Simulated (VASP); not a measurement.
Crystal: Ga2As.

```xyz
6
Lattice="4.0785 0.0000 0.0000 0.0000 4.0785 0.0000 0.0000 0.0000 6.2230" Properties=species:S:1:pos:R:3 pbc="T T T"
Ga    0.0000    0.0000    0.0000
Ga    2.0393    2.0393    0.0000
Ga    0.0000    2.0393    1.6802
Ga    2.0393    0.0000    4.5428
As    0.0000    2.0393    4.3561
As    2.0393    0.0000    1.8669
```

| Quantity | Value |
| --- | --- |
| Program | VASP 6.6.1 |
| Task | relaxation of cell and atoms |
| Functional | PBE |
| Potentials or basis | VASP PAW PBE potentials, release 64 (Ga_d, As) |
| Cutoff | 600 eV |
| k mesh | 4 × 4 × 4 |
| Occupations | gaussian, width 0.1 eV |
| Spin | no spin polarisation |

At the start: pressure 13.7 GPa; volume 17.25 Å³/atom.

Question: How do energy, volume and symmetry change on relaxing?

Answer: Over 22 steps the energy falls by 244.6 meV/atom and the volume is 19.96 Å³/atom (+15.7 %); space group P4/nmm (No. 129, to 0.1 Å) before and after.

Step by step:
```
step  energy change (eV)  largest force (eV/Å)  pressure (GPa)  volume (Å³)
   1              0.0000                1.7490           13.74       103.51
   2             -0.9482                0.8395           -2.59       127.29
   3             -0.9633                0.9268           -1.22       123.90
   4             -1.0633                0.6919           -0.83       122.28
   5             -1.1426                0.2444            0.57       119.39
   6             -1.1993                0.1806           -0.02       120.20
   7             -1.3828                0.2453           -1.57       122.33
   8             -1.3716                0.2143           -2.53       125.34
   9             -1.4123                0.2106           -2.33       124.24
  10             -1.4119                0.1889           -2.27       123.79
  11             -1.4341                0.1792           -1.70       122.57
  12             -1.4357                0.2089            0.28       118.78
  13             -1.4512                0.2172           -0.67       120.64
  14             -1.4514                0.2213           -0.54       120.39
  15             -1.4584                0.1839           -0.33       119.94
  16             -1.4636                0.0983            0.05       119.15
  17             -1.4636                0.0897            0.09       119.08
  18             -1.4644                0.0797            0.05       119.18
  19             -1.4660                0.0483           -0.07       119.50
  20             -1.4669                0.0213           -0.34       120.13
  21             -1.4670                0.0085           -0.26       119.93
  22             -1.4678                0.0124           -0.18       119.77
```

Final structure:
```yaml
crystal:
  lattice:
    - [3.96614, 0.00000, 0.00000]
    - [0.00000, 3.96614, 0.00000]
    - [0.00000, 0.00000, 7.61393]
  atoms:
    - { symbol: Ga, position: [0.00000, 0.00000, 0.00000] }
    - { symbol: Ga, position: [0.50000, 0.50000, 0.00000] }
    - { symbol: Ga, position: [0.00000, 0.50000, 0.34082] }
    - { symbol: Ga, position: [0.50000, 0.00000, 0.65918] }
    - { symbol: As, position: [0.00000, 0.50000, 0.68250] }
    - { symbol: As, position: [0.50000, 0.00000, 0.31750] }
```

Caveat: the k points lie up to 0.40 Å⁻¹ apart in the final cell, too coarse for converged energies and pressures of a metal; the volume moved by over 15 % at a fixed basis, so the end points are rough.
